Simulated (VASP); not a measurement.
# TiC (d3) (Fm-3m) in VASP: a series of runs

TiC (d3) is run at these levels: PBE+D3(BJ); tasks: single point, relaxation of cell and atoms.

Everything below comes from runs of VASP 6.6.1. Logs are shortened: lines on timing, memory, paths and dates and some standing lists are left out, and cuts for length are marked.

**1. The cell of the first run**

The structure is cubic, space group Fm-3m (No. 225). The conventional cell has a = 4.331 Å, b = 4.331 Å, c = 4.331 Å, α = 90.00°, β = 90.00°, γ = 90.00°. Ti (site symmetry m-3m) has 6 C at 2.17 Å within 2.9 Å. C (site symmetry m-3m) has 6 Ti at 2.17 Å within 2.9 Å.

**2. Single point, PBE+D3(BJ)**

INCAR

```
ALGO = Normal
EDIFF = 1E-6
ENCUT = 600
GGA = PE
GGA_COMPAT = F
ISIF = 2
ISMEAR = 0
IVDW = 12
LASPH = T
LCHARG = F
LREAL = F
LWAVE = F
NBANDS = 15
NELM = 120
PREC = Accurate
SIGMA = 0.1
```

KPOINTS

```
k-points
0
Gamma
  8 8 8
```

POSCAR

```
TiC
1.0
    0.0000000000      2.1657188400      2.1657188400
    2.1657188400      0.0000000000      2.1657188400
    2.1657188400      2.1657188400      0.0000000000
Ti C
1 1
Direct
    0.0000000000      0.0000000000      0.0000000000
    0.5000000000      0.5000000000      0.5000000000
```

Potentials or basis: VASP PAW PBE potentials, release 64 (Ti_sv, C).

Started as:

```sh
$ cat potpaw_PBE.64/Ti_sv/POTCAR potpaw_PBE.64/C/POTCAR > POTCAR
$ mpirun -np 1 vasp_std > vasp.out
```

OUTCAR:

```text
EDIFF = 1E-6
   ENCUT = 600
   GGA = PE
   ISIF = 2
   ISMEAR = 0
   IVDW = 12
   LASPH = T
   LREAL = F
   NELM = 120
   PREC = Accurate
 IVDW          = 12

 ion  position               nearest neighbor table
   1  0.000  0.000  0.000-   2 2.17   2 2.17   2 2.17   2 2.17   2 2.17   2 2.17
   2  0.500  0.500  0.500-   1 2.17   1 2.17   1 2.17   1 2.17   1 2.17   1 2.17

  LATTYP: Found a face centered cubic cell.
 ALAT       =     4.3314376800

  Lattice vectors:

 A1 = (   0.0000000000,   2.1657188400,   2.1657188400)
 A2 = (   2.1657188400,   0.0000000000,   2.1657188400)
 A3 = (   2.1657188400,   2.1657188400,   0.0000000000)

Analysis of symmetry for initial positions (statically):
=====================================================================
 Subroutine PRICEL returns:
 Original cell was already a primitive cell.

 Routine SETGRP: Setting up the symmetry group for a
 face centered cubic supercell.

 Subroutine GETGRP returns: Found 48 space group operations
 (whereof 48 operations were pure point group operations)
 out of a pool of 48 trial point group operations.

The static configuration has the point symmetry O_h .

Analysis of symmetry for dynamics (positions and initial velocities):
=====================================================================
 Subroutine PRICEL returns:
 Original cell was already a primitive cell.

 Routine SETGRP: Setting up the symmetry group for a
 face centered cubic supercell.

 Subroutine GETGRP returns: Found 48 space group operations
 (whereof 48 operations were pure point group operations)
 out of a pool of 48 trial point group operations.

The dynamic configuration has the point symmetry O_h .

 Subroutine INISYM returns: Found 48 space group operations
 (whereof 48 operations are pure point group operations),
 and found     1 'primitive' translations

----------------------------------------------------------------------------------------

                                     Primitive cell

  volume of cell :      20.3159

  direct lattice vectors                    reciprocal lattice vectors
     0.000000000  2.165718840  2.165718840    -0.230870227  0.230870227  0.230870227
     2.165718840  0.000000000  2.165718840     0.230870227 -0.230870227  0.230870227
     2.165718840  2.165718840  0.000000000     0.230870227  0.230870227 -0.230870227

  length of vectors
     3.062788956  3.062788956  3.062788956     0.399878963  0.399878963  0.399878963

  position of ions in fractional coordinates (direct lattice)
     0.000000000  0.000000000  0.000000000
     0.500000000  0.500000000  0.500000000

  ion indices of the primitive-cell ions
   primitive index   ion index
                 1           1
                 2           2

----------------------------------------------------------------------------------------

 KPOINTS: k-points

Automatic generation of k-mesh.
 Grid dimensions read from file:
 generate k-points for:    8    8    8

 Generating k-lattice:

  Cartesian coordinates                     Fractional coordinates (reciprocal lattice)
    -0.028858778  0.028858778  0.028858778     0.125000000  0.000000000  0.000000000
     0.028858778 -0.028858778  0.028858778     0.000000000  0.125000000  0.000000000
     0.028858778  0.028858778 -0.028858778     0.000000000  0.000000000  0.125000000

  Length of vectors
     0.049984870  0.049984870  0.049984870

  Shift w.r.t. Gamma in fractional coordinates (k-lattice)
     0.000000000  0.000000000  0.000000000

 Subroutine IBZKPT returns following result:
 ===========================================

 Found     29 irreducible k-points:

 Following reciprocal coordinates:
            Coordinates               Weight
  0.000000  0.000000  0.000000      1.000000
  0.125000  0.000000  0.000000      8.000000
  0.250000  0.000000  0.000000      8.000000
  0.375000  0.000000  0.000000      8.000000
  0.500000  0.000000  0.000000      4.000000
  0.125000  0.125000  0.000000      6.000000
[... 16 lines left out ...]
  0.500000  0.250000  0.125000     48.000000
 -0.375000  0.250000  0.125000     24.000000
 [... further k-points ...]
   k-points           NKPTS =     29   k-points in BZ     NKDIM =     29   number of bands    NBANDS=     15
   number of dos      NEDOS =    301   number of ions     NIONS =      2
   total plane-waves  NPLWV =  13824
   dimension x,y,z NGX =    24 NGY =   24 NGZ =   24
   dimension x,y,z NGXF=    48 NGYF=   48 NGZF=   48
   ions per type =               1   1
   NGX,Y,Z   is equivalent  to a cutoff of  13.03, 13.03, 13.03 a.u.
   NGXF,Y,Z  is equivalent  to a cutoff of  26.05, 26.05, 26.05 a.u.
 SYSTEM =  unknown system
   PREC   = accura    normal or accurate (medium, high low for compatibility)
   ISTART =      0    job   : 0-new  1-cont  2-samecut
   ICHARG =      2    charge: 1-file 2-atom 10-const
   ISPIN  =      1    spin polarized calculation?
   LNONCOLLINEAR =      F non collinear calculations
   LSORBIT =      F    spin-orbit coupling
   LASPH  =      T    aspherical Exc in radial PAW
   ENCUT  =  600.0 eV  44.10 Ry    6.64 a.u.   6.12  6.12  6.12*2*pi/ulx,y,z
   NELM   =    120;   NELMIN=  2; NELMDL= -5     # of ELM steps
   EDIFF  = 0.1E-05   stopping-criterion for ELM
   LREAL  =      F    real-space projection
   EDIFFG = 0.1E-04   stopping-criterion for IOM
   NSW    =      0    number of steps for IOM
   IBRION =     -1    ionic relax: 0-MD 1-quasi-New 2-CG
   NFREE  =      0    steps in history (QN), initial steepest desc. (CG)
   ISIF   =      2    stress and relaxation
   ISYM   =      2    0-nonsym 1-usesym 2-fastsym
   POTIM  = 0.5000    time-step for ionic-motion
   TEBEG  =    0.0;   TEEND  =   0.0 temperature during run
   PSTRESS=    0.0 pullay stress
   NELECT =      16.0000    total number of electrons
   NUPDOWN=      -1.0000    fix difference up-down
   EMIN   =  10.00;   EMAX   =-10.00  energy-range for DOS
   EFERMI =   0.00;   METHOD = LEGACY
   ISMEAR =     0;   SIGMA  =   0.10  broadening in eV -4-tet -1-fermi 0-gaus
   EFERMI_NEDOS =   21; number of points for ismear=-14 and -15
   IALGO  =     38    algorithm
   IMIX   =      4    mixing-type and parameters
     AMIX     =   0.40;   BMIX     =  1.00
     AMIX_MAG =   1.60;   BMIX_MAG =  1.00
  volume/ion in A,a.u.               =      10.16        68.55
  Fermi-wavevector in a.u.,A,eV,Ry     =   1.511829  2.856943 31.097854  2.285628
  Thomas-Fermi vector in A             =   2.621834
   LORBIT       =      0    0 simple, 1 ext, 2 COOP (PROOUT), +10 PAW based schemes
   GGA     = PE    functional components
   LHFCALC =     F    Hartree Fock is set to
   AEXX    =    0.0000 exact exchange contribution
   IVDW    =    12    specifies the selected vdW correction
   LEPSILON=     F    determine dielectric tensor
   LRPA    =     F    only Hartree local field effects (RPA)
 non-spin polarized calculation
 Gauss-broadening in eV      SIGMA  =   0.10
  energy-cutoff  :      600.00
  volume of cell :       20.32
 maximum number of plane-waves:       700
   NGX = 13   NGY = 13   NGZ = 13

 number of electron      16.0000000 magnetization

 Free energy of the ion-electron system (eV)
  ---------------------------------------------------
  ext. energy  EPLUGINS =         0.00000000
  ---------------------------------------------------
  free energy    TOTEN  =       -18.70851535 eV

  energy without entropy =      -18.70671579  energy(sigma->0) =      -18.70761557

 E-fermi :   9.3691     XC(G=0): -12.6972

 val. band max:        9.1642199263   @ k =   0.3750   0.3750   0.0000
 cond. band min:       9.3797550796   @ k =   0.5000   0.5000   0.0000
 fundamental gap:      0.2155351533
 Fermi energy:         9.3690707521

 k-point     1 :       0.0000    0.0000    0.0000
  band No.  band energies     occupation
      1     -47.1784      2.00000
      2     -23.2030      2.00000
      3     -23.2030      2.00000
      4     -23.2030      2.00000
      5      -2.9816      2.00000
      6      10.1049      0.00000
      7      10.1049      0.00000
      8      10.1049      0.00000
      9      11.0933      0.00000
     10      11.0933      0.00000
     11      11.0933      0.00000
     12      11.1237      0.00000
     13      11.1238      0.00000
     14      19.8972      0.00000
     15      23.4442      0.00000

 k-point     2 :       0.1250    0.0000    0.0000
  band No.  band energies     occupation
      1     -47.1679      2.00000
      2     -23.2780      2.00000
      3     -23.2101      2.00000
      4     -23.2101      2.00000
      5      -2.6337      2.00000
      6       8.7851      2.00000
      7       9.1295      1.99930
      8       9.1295      1.99930
      9      10.5201      0.00000
     10      10.5201      0.00000
     11      11.6590      0.00000
     12      13.1758      0.00000
     13      13.1758      0.00000
     14      20.4477      0.00000
     15      23.5002      0.00000

 k-point     3 :       0.2500    0.0000    0.0000
  band No.  band energies     occupation
      1     -47.1422      2.00000
      2     -23.4555      2.00000
      3     -23.2271      2.00000
      4     -23.2271      2.00000
      5      -1.6741      2.00000
      6       6.6815      2.00000
      7       7.7204      2.00000
      8       7.7204      2.00000
      9      11.1749      0.00000
     10      11.1749      0.00000
     11      12.2395      0.00000
     12      15.2481      0.00000
     13      15.2481      0.00000
     14      20.4914      0.00000
     15      23.7941      0.00000
[... 343 lines left out ...]
 k-point    23 :       0.5000    0.2500    0.1250
  band No.  band energies     occupation
      1     -47.1022      2.00000
      2     -23.5827      2.00000
      3     -23.3665      2.00000
      4     -23.2786      2.00000
      5      -0.2475      2.00000
      6       4.9722      2.00000
      7       6.6883      2.00000
      8       7.1384      2.00000
      9      11.2834      0.00000
     10      12.5017      0.00000
     11      13.2475      0.00000
     12      14.7225      0.00000
     13      16.7584      0.00000
     14      20.9782      0.00000
     15      23.4806      0.00000

 k-point    24 :      -0.3750    0.2500    0.1250
  band No.  band energies     occupation
      1     -47.0936      2.00000
      2     -23.6229      2.00000
      3     -23.3790      2.00000
      4     -23.2935      2.00000
      5       0.1879      2.00000
      6       4.5650      2.00000
      7       6.4207      2.00000
      8       6.9169      2.00000
      9      12.0185      0.00000
     10      12.1746      0.00000
     11      13.2009      0.00000
     12      15.8003      0.00000
     13      16.2164      0.00000
     14      20.3967      0.00000
     15      23.6220      0.00000

 [... further k-points ...]

------------------------ aborting loop because EDIFF is reached ----------------------------------------

 Edisp (eV)   -0.89084

 E8    (eV) :    -0.3826

  FORCE on cell =-STRESS in cart. coord.  units (eV):
  Direction    XX          YY          ZZ          XY          YZ          ZX
  --------------------------------------------------------------------------------------
  -------------------------------------------------------------------------------------
  Total      -0.88233    -0.88233    -0.88233     0.00000     0.00000     0.00000
  in kB     -69.58370   -69.58370   -69.58370     0.00000     0.00000     0.00000
  external pressure =      -69.58 kB  Pullay stress =        0.00 kB

 VOLUME and BASIS-vectors are now :
 -----------------------------------------------------------------------------
  energy-cutoff  :      600.00
  volume of cell :       20.32
      direct lattice vectors                 reciprocal lattice vectors
     0.000000000  2.165718840  2.165718840    -0.230870227  0.230870227  0.230870227
     2.165718840  0.000000000  2.165718840     0.230870227 -0.230870227  0.230870227
     2.165718840  2.165718840  0.000000000     0.230870227  0.230870227 -0.230870227

 POSITION                                       TOTAL-FORCE (eV/Angst)
 -----------------------------------------------------------------------------------
      0.00000      0.00000      0.00000        -0.000000     -0.000000     -0.000000
      2.16572      2.16572      2.16572         0.000000      0.000000      0.000000
 -----------------------------------------------------------------------------------
    total drift:                                0.000000     -0.000000     -0.000000

  FREE ENERGIE OF THE ION-ELECTRON SYSTEM (eV)
  ---------------------------------------------------
  free  energy   TOTEN  =       -19.5993545269 eV

  energy  without entropy=      -19.5975549617  energy(sigma->0) =      -19.59845474
```

Wall time 6.7 s (1 thread of Intel Xeon Platinum 8488C (Sapphire Rapids), shared host); peak memory 0.15 GiB.

What came out:

```yaml
Free_energy: -19.5994 eV
Pressure: -7.0 GPa
Band_gap_on_the_k_mesh: zero (band 8 reaches 10.10 eV, above the bottom of band 9 at 9.01 eV)
Dispersion_energy_per_atom: -0.445 eV
```

Caveat: pairwise dispersion overbinds metals, which lowers pressure and volume.

**3. Single point, PBE+D3(BJ)**

This run uses another cell than the first one, of 9.88 Å³/atom, 0.972 times its volume.

INCAR

```
SYSTEM = TiC
PREC     = Accurate       ! precision mode
ENCUT    = 600            ! plane-wave cutoff, eV
EDIFF    = 1E-6           ! SCF threshold, eV
ISMEAR   = 0              ! smearing method
SIGMA    = 0.1            ! smearing width, eV
LREAL    = .False.        ! projectors in reciprocal space
LASPH    = .True.         ! aspherical terms in the spheres
NELM     = 120            ! most SCF steps
ALGO     = Normal         ! electronic algorithm
ISIF     = 2              ! what is computed and relaxed
LWAVE    = .False.        ! write WAVECAR
LCHARG   = .False.        ! write CHGCAR
GGA      = PE             ! functional
IVDW     = 12             ! dispersion correction
NBANDS   = 15             ! bands
GGA_COMPAT= .False.
```

KPOINTS

```
regular mesh
0
Gamma
  16 16 16
  0 0 0
```

POSCAR

```
TiC
1.0
    0.0000000000      2.1455438894      2.1455438894
    2.1455438894      0.0000000000      2.1455438894
    2.1455438894      2.1455438894      0.0000000000
Ti C
1 1
Direct
    0.0000000000      0.0000000000      0.0000000000
    0.5000000000      0.5000000000      0.5000000000
```

Potentials or basis: VASP PAW PBE potentials, release 64 (Ti_sv, C).

Started as:

```sh
$ cat potpaw_PBE.64/Ti_sv/POTCAR potpaw_PBE.64/C/POTCAR > POTCAR
$ mpirun -np 1 vasp_std > vasp.out
```

Run time: 22 s. Hardware: 1 thread of Intel Xeon Platinum 8488C (Sapphire Rapids), shared host; peak memory 0.19 GiB.

The run converged. Its results:

```yaml
Free_energy: -19.6124 eV
Pressure: 0.1 GPa
Band_gap_on_the_k_mesh: zero (band 8 reaches 10.45 eV, above the bottom of band 9 at 9.34 eV)
Dispersion_energy_per_atom: -0.459 eV
```

Levels at points of the mesh, in eV from the Fermi level:
```
           k point  band 4  band 5  band 6  band 7  band 8  band 9  band 10  band 11  band 12  band 13
(0.00, 0.00, 0.00)  -32.51  -12.52    0.71    0.71    0.71    1.72     1.72     1.72     1.78     1.78
(0.50, 0.00, 0.00)  -32.56   -8.91   -5.96   -2.98   -2.98    3.03     3.03     4.27     8.38     8.43
(0.50, 0.50, 0.00)  -32.70  -10.22   -3.44   -1.69   -0.01   -0.01     2.82     3.66     3.66     6.07
```

Caveat: pairwise dispersion overbinds metals, which lowers pressure and volume.

**4. Relaxation of cell and atoms, PBE+D3(BJ)**

INCAR

```
PREC = Accurate
ENCUT = 600
EDIFF = 1E-7
ISMEAR = 0
SIGMA = 0.1
LREAL = F
LASPH = T
NELM = 120
ALGO = Normal
ISIF = 3
LWAVE = F
LCHARG = F
GGA = PE
IVDW = 12
IBRION = 2
NSW = 100
EDIFFG = -0.002
GGA_COMPAT = F
NELMIN = 4
```

KPOINTS

```
Automatic mesh
0
Gamma
  16 16 16
```

POSCAR

```
TiC
1.0
    0.0000000000      2.1657188400      2.1657188400
    2.1657188400      0.0000000000      2.1657188400
    2.1657188400      2.1657188400      0.0000000000
Ti C
1 1
Direct
    0.0000000000      0.0000000000      0.0000000000
    0.5000000000      0.5000000000      0.5000000000
```

Started as:

```sh
$ cat potpaw_PBE.64/Ti_sv/POTCAR potpaw_PBE.64/C/POTCAR > POTCAR
$ mpirun -np 1 vasp_std > vasp.out
```

It took 73 s on 1 thread of Intel Xeon Platinum 8488C (Sapphire Rapids), shared host; peak memory 0.2 GiB.

The run converged. Its results:

| Property | Result |
| --- | --- |
| Free energy | -19.6132 eV |
| Relaxed volume | 9.88 Å³/atom |
| Relaxed cell | a = 3.035 Å, b = 3.035 Å, c = 3.035 Å, α = 60.00°, β = 60.00°, γ = 60.00° |
| Space group after relaxing (to 0.05 Å) | Fm-3m (No. 225) |
| Energy gained by relaxing | 6.2 meV/atom |
| Ionic steps | 6 |
| Pressure after relaxing | 0.0 GPa |
| Band gap on the k mesh | zero (band 8 reaches 10.45 eV, above the bottom of band 9 at 9.33 eV) |
| Dispersion energy per atom | -0.458 eV |

Step by step:
```tsv
step	energy change (eV)	largest force (eV/Å)	pressure (GPa)	volume (Å³)
1	0.0000	0.0000	-6.91	20.32
2	0.0096	0.0000	10.24	19.05
3	-0.0123	0.0000	-0.05	19.76
4	-0.0123	0.0000	0.08	19.75
5	-0.0123	0.0000	-0.08	19.77
6	-0.0123	0.0000	0.00	19.76
```

Final structure:
```yaml
crystal:
  lattice:
    - [0.00000, 2.14575, 2.14575]
    - [2.14575, 0.00000, 2.14575]
    - [2.14575, 2.14575, 0.00000]
  atoms:
    - { symbol: Ti, position: [0.00000, 0.00000, 0.00000] }
    - { symbol: C, position: [0.50000, 0.50000, 0.50000] }
```

Levels at points of the mesh, in eV from the Fermi level:
```csv
k point,band 5,band 6,band 7,band 8,band 9,band 10,band 11,band 12
"(0.00, 0.00, 0.00)",-12.52,0.71,0.71,0.71,1.72,1.72,1.72,1.78
"(0.50, 0.00, 0.00)",-8.91,-5.96,-2.98,-2.98,3.03,3.03,4.26,8.38
"(0.50, 0.50, 0.00)",-10.22,-3.44,-1.69,-0.01,-0.01,2.82,3.66,3.66
```

Caveat: pairwise dispersion overbinds metals, which lowers pressure and volume.

**5. Overview**

```tsv
task	cell	k mesh	gap on the mesh (eV)	pressure (GPa)
single point	a = 3.063 Å, angles 60.0°, 2 atoms	8 × 8 × 8	none	-7.0
single point	a = 3.034 Å, angles 60.0°, 2 atoms	16 × 16 × 16	none	0.1
relaxation of cell and atoms	relaxed from a = 3.063 Å, angles 60.0°, 2 atoms	16 × 16 × 16	none	0.0
```

Alike in all rows: level PBE+D3(BJ); potentials or basis VASP PAW PBE potentials, release 64 (Ti_sv, C); no spin polarisation; cutoff (eV) 600; smearing gaussian 0.1 eV.

Caveats: pairwise dispersion overbinds metals, which lowers pressure and volume.

Total energies depend on the potentials used, so only differences within one code and one set of settings carry meaning.
